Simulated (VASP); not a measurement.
Wanted: the native input for a VASP 6.6.1 run.

| Quantity | Value |
| --- | --- |
| Task | single point |
| Functional | PBEsol |
| Potentials or basis | VASP PAW PBE potentials, release 64 (Pt, Se) |
| Cutoff | 520 eV |
| k mesh | 9 × 5 × 1 |
| Occupations | gaussian, width 0.1 eV |
| Spin | no spin polarisation |
| Dipole correction | yes |
| Further INCAR settings | LREAL = Auto; ALGO = Normal; EDIFF = 1e-07; NBANDS = 74 |

The structure of Pt3Se5 lies in POSCAR:

```
Pt3Se5
1.0
    3.7607249066      0.0000000000      0.0000000000
    0.0000000000      8.1290185517      0.0000000000
    0.0000000000      0.0000000000     24.7424025113
Pt Se
6 10
Direct
    0.5000000000      0.6789607276      0.3031233526
    0.0000000000      0.3579214553      0.3818740115
    0.5000000000      0.0368821829      0.4606246705
    0.0000000000      0.7158429105      0.5393753295
    0.5000000000      0.3948036382      0.6181259885
    0.0000000000      0.0737643658      0.6968766474
    0.0000000000      0.8792751587      0.3179298616
    0.5000000000      0.1576070242      0.3670675026
    0.5000000000      0.5582358864      0.3966805205
    0.0000000000      0.8365677518      0.4458181615
    0.0000000000      0.2371966140      0.4754311795
    0.5000000000      0.5155284794      0.5245688205
    0.5000000000      0.9161573416      0.5541818385
    0.0000000000      0.1944892071      0.6033194795
    0.0000000000      0.5951180693      0.6329324974
    0.5000000000      0.8734499347      0.6820701384
```

The input as run:

INCAR

```
SYSTEM = Pt3Se5
ALGO     = Normal         ! electronic algorithm
DIPOL    = 0.5 0.5 0.500
EDIFF    = 1E-7           ! SCF threshold, eV
ENCUT    = 520            ! plane-wave cutoff, eV
GGA      = PS             ! functional
IDIPOL   = 3            
ISIF     = 2              ! what is computed and relaxed
ISMEAR   = 0              ! smearing method
LASPH    = .True.         ! aspherical terms in the spheres
LCHARG   = .False.        ! write CHGCAR
LDIPOL   = .True.       
LREAL    = Auto         
LWAVE    = .False.        ! write WAVECAR
NBANDS   = 74             ! bands
NELM     = 60             ! most SCF steps
PREC     = Accurate       ! precision mode
SIGMA    = 0.1            ! smearing width, eV
```

KPOINTS

```
k-points
0
Gamma
  9 5 1
  0 0 0
```

Potentials or basis: VASP PAW PBE potentials, release 64 (Pt, Se).

Run with:

```sh
$ cat potpaw_PBE.64/Pt/POTCAR potpaw_PBE.64/Se/POTCAR > POTCAR
$ mpirun -np 1 vasp_std > vasp.out
```

It gave:

| Property | Result |
| --- | --- |
| Largest force | 2.549 eV/Å |
| Band gap on the k mesh | zero (band 60 reaches 0.05 eV, above the bottom of band 61 at -0.53 eV) |

Caveat: the PAW data sets were made with another functional, which shifts forces and pressure a little; spin-orbit coupling is left out, which moves the levels of the heavy elements.

Run time: 14 min on 1 thread of Intel(R) Xeon(R) 6975P-C (Granite Rapids), with other jobs on the host, peak memory 0.95 GiB.
